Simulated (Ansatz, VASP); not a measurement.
## One calculation of BaO, two programs

Contents of INCAR:

```
SYSTEM = BaO
PREC     = Accurate       ! precision mode
ENCUT    = 600            ! plane-wave cutoff, eV
EDIFF    = 1E-6           ! SCF threshold, eV
ISMEAR   = 0              ! smearing method
SIGMA    = 0.01           ! smearing width, eV
LREAL    = .False.        ! projectors in reciprocal space
LASPH    = .True.         ! aspherical terms in the spheres
NELM     = 120            ! most SCF steps
ALGO     = Normal         ! electronic algorithm
ISIF     = 2              ! what is computed and relaxed
LWAVE    = .False.        ! write WAVECAR
LCHARG   = .False.        ! write CHGCAR
GGA      = PS             ! functional
NBANDS   = 15             ! bands
GGA_COMPAT= .False.
```

KPOINTS

```
Automatic mesh
0
Gamma
  10 10 10
  0 0 0
```

The input POSCAR:

```
BaO
1.0
    0.0000000000      2.7719426840      2.7719426840
    2.7719426840      0.0000000000      2.7719426840
    2.7719426840      2.7719426840      0.0000000000
Ba O
1 1
Direct
    0.0000000000      0.0000000000      0.0000000000
    0.5000000000      0.5000000000      0.5000000000
```

Input for Ansatz:

```yaml
crystal:
  lattice:
    - [0.0, 2.771942684, 2.771942684]
    - [2.771942684, 0.0, 2.771942684]
    - [2.771942684, 2.771942684, 0.0]
  atoms:
    - { symbol: Ba, position: [0.0, 0.0, 0.0] }
    - { symbol: O, position: [0.5, 0.5, 0.5] }
kpoints:
  mp_grid: { grid: [10, 10, 10] }
hamiltonian:
  xc: pbesol
scf:
  occupations: { method: fixed }
output:
  optics:
    e_range: [0.5, 10]
    de: 0.2
    sigma: 0.25
    scissors: 1.5
    scheme: gaussian
    bands: auto
```

Alike in both runs: task single point; functional PBEsol; k mesh 10 × 10 × 10; no spin polarisation.

```csv
,VASP,Ansatz
version,VASP 6.6.1,Ansatz 0.2.0
potentials or method,"VASP PAW PBE potentials, release 64 (Ba_sv, O)","plane waves, PAW"
plane-wave cutoff (eV),600,420
occupations,"gaussian, width 0.01 eV",fixed
valence electrons in the cell,16,16
```

|  | VASP | Ansatz | Ansatz less VASP |
| --- | --- | --- | --- |
| gap on the k mesh at the Fermi level (eV) | 1.88 | 1.95 | +0.065 |

VASP's potentials were made for PBE, not for PBEsol.

Spin-orbit coupling is off throughout.
